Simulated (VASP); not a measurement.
A run of VASP 6.6.1 is set up as follows.

Contents of INCAR:

```
SYSTEM = MgO
ALGO     = Normal         ! electronic algorithm
EDIFF    = 1E-7           ! SCF threshold, eV
EDIFFG   = -0.01          ! ionic threshold
ENCUT    = 600            ! plane-wave cutoff, eV
GGA      = PE             ! functional
IBRION   = 2              ! ionic algorithm
ISIF     = 3              ! what is computed and relaxed
ISMEAR   = 0              ! smearing method
LASPH    = .TRUE.         ! aspherical terms in the spheres
LCHARG   = .FALSE.        ! write CHGCAR
LREAL    = .FALSE.        ! projectors in reciprocal space
LWAVE    = .FALSE.        ! write WAVECAR
NELM     = 100            ! most SCF steps
NSW      = 100            ! ionic steps
PREC     = Accurate       ! precision mode
SIGMA    = 0.02           ! smearing width, eV
```

KPOINTS

```
k-points
0
G
  6 6 8
  0 0 0
```

Contents of POSCAR:

```
MgO
1.0
    5.2987178919      0.0000000000      0.0000000000
    0.0000000000      5.2987178919      0.0000000000
    0.0000000000      0.0000000000      3.6069047225
Mg O
1 1
Direct
    0.5000000000      0.5000000000      0.0000000000
    0.5000000000      0.5000000000      0.5000000000
```

Potentials or basis: VASP PAW PBE potentials, release 64 (Mg, O).

Launch:

```bash
$ cat potpaw_PBE.64/Mg/POTCAR potpaw_PBE.64/O/POTCAR > POTCAR
$ mpirun -np 1 vasp_std > vasp.out
```

Q: What does it give for the band gap on the k mesh?

A: 2.37 eV, indirect (least direct gap 2.61 eV).

Final structure:
```
Mg O
1.0
     5.29872    0.00000    0.00000
     0.00000    5.29872    0.00000
     0.00000    0.00000    3.60690
Mg O
1 1
Direct
  0.50000 0.50000 0.00000
  0.50000 0.50000 0.50000
```

Caveat: the relaxation stopped at its first step, so nothing moved. A k mesh can miss the band edges.
